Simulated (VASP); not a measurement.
V, 7 atoms in the cell. The cell holds a wire or tube with vacuum around it, 7 atoms: a = 11.100 Å, b = 13.800 Å, c = 2.927 Å, α = 90.00°, β = 90.00°, γ = 90.00°. 

| Property | Result |
| --- | --- |
| Program | VASP 6.6.1 |
| Task | single point |
| Functional | PBE |
| Potentials or basis | VASP PAW PBE potentials, release 64 (V_sv) |
| Cutoff | 520 eV |
| k mesh | 1 × 1 × 8 |
| Occupations | gaussian, width 0.05 eV |
| Spin | no spin polarisation |
| Dipole correction | no |
| Further INCAR settings | ALGO = Normal; EDIFF = 1e-07; NBANDS = 54 |

Potentials or basis: VASP PAW PBE potentials, release 64 (V_sv).

Run with:

```sh
$ cat potpaw_PBE.64/V_sv/POTCAR > POTCAR
$ mpirun -np 1 vasp_std > vasp.out
```

Hardware: 1 thread of Intel(R) Xeon(R) Platinum 8488C (Sapphire Rapids), with other jobs on the host.

Problem. How long does it take, and how much memory?

Solution. Wall time 9 min on 1 thread of Intel(R) Xeon(R) Platinum 8488C (Sapphire Rapids) (shared host), peak memory 0.52 GiB. Counts: scf iterations 32, k points 5.
